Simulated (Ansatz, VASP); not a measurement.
# Two plane-wave programs on NaH

```xyz
4
Lattice="3.9728 0.0000 0.0000 -1.9864 3.4406 0.0000 0.0000 0.0000 4.8778" Properties=species:S:1:pos:R:3 pbc="T T T"
Na    0.0000    2.2937    1.2195
Na    1.9864    1.1469    3.6584
H     0.0000    2.2937    3.6584
H     1.9864    1.1469    1.2195
```

Alike in both runs: task single point; functional PBEsol; k mesh 6 × 6 × 6; occupations gaussian, width 0.02 eV; no spin polarisation.

|  | VASP | Ansatz |
| --- | --- | --- |
| version | VASP 6.6.1 | Ansatz 0.2.0 |
| potentials or method | VASP PAW PBE potentials, release 64 (Na_pv, H), cutoff 520 eV | scalar-relativistic, plane waves, PAW |
| valence electrons in the cell | 16 | 20 |

```csv
,VASP,Ansatz,Ansatz less VASP
gap on the k mesh at the Fermi level (eV),3.09,3.09,+0.002
least direct gap on the mesh (eV),4.01,4.01,+0.001
pressure (GPa),-0.5,-0.5,+0.01
```

VASP's potentials were made for PBE, not for PBEsol. The functional is the same, so the differences come from potentials, cutoffs and numerics. VASP's potentials hold 16 valence electrons a cell and Ansatz's 20, so a difference there can come from the potentials and not from the codes.
